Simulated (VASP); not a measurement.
A run of VASP 6.6.1 is set up as follows.

File INCAR:

```
  ALGO = Normal
  EDIFF = 1E-6
  ENCUT = 520
  GGA = PE
  ISIF = 2
  ISMEAR = 1
  LASPH = T
  LCHARG = T
  LELF = T
  LREAL = F
  LVHAR = T
  LWAVE = F
  NBANDS = 46
  NELM = 60
  PREC = Accurate
  SIGMA = 0.05
```

File KPOINTS:

```
k-points
0
Gamma
  4 4 4
```

POSCAR

```
CdSnAu2Se4
1.0
    0.0000000000      5.9420280000      0.0000000000
    5.9420280000      0.0000000000      0.0000000000
    2.9710140000      2.9710140000     -5.7130080000
Sn Au Se Cd
1 2 4 1
Direct
    0.5000000000      0.5000000000      0.0000000000
    0.2500000000      0.7500000000      0.5000000000
    0.7500000000      0.2500000000      0.5000000000
    0.4042000000      0.4042000000      0.7326000000
    0.5958000000      0.1368000000      0.2674000000
    0.8632000000      0.8632000000      0.7326000000
    0.1368000000      0.5958000000      0.2674000000
    0.0000000000      0.0000000000      0.0000000000
```

Potentials or basis: VASP PAW PBE potentials, release 64 (Sn_d, Au, Se, Cd).

Command:

```console
$ cat potpaw_PBE.64/Sn_d/POTCAR potpaw_PBE.64/Au/POTCAR potpaw_PBE.64/Se/POTCAR potpaw_PBE.64/Cd/POTCAR > POTCAR
$ mpirun -np 1 vasp_std > vasp.out
```

**Question.** Estimate the band gap on the k mesh.

**Answer.** Zero (filled and empty bands touch).

**Question.** Estimate the pressure.

**Answer.** 10.0 GPa.

**Question.** What does it give for the largest force?

**Answer.** 1.305 eV/Å.

Forces on the atoms (eV/Å):
```
Sn   0.000  0.000  0.000
Au   0.000  0.000  0.000
Au   0.000  0.000  0.000
Se  -0.913 -0.913 -0.188
Se  -0.913  0.913  0.188
Se   0.913  0.913 -0.188
Se   0.913 -0.913  0.188
Cd   0.000  0.000  0.000
```

Caveat: the cell stands under pressure; spin-orbit coupling is left out, which moves the levels of the heavy elements; forces of over 1 eV/Å act on the atoms, so gaps and moduli don't describe the material at rest.
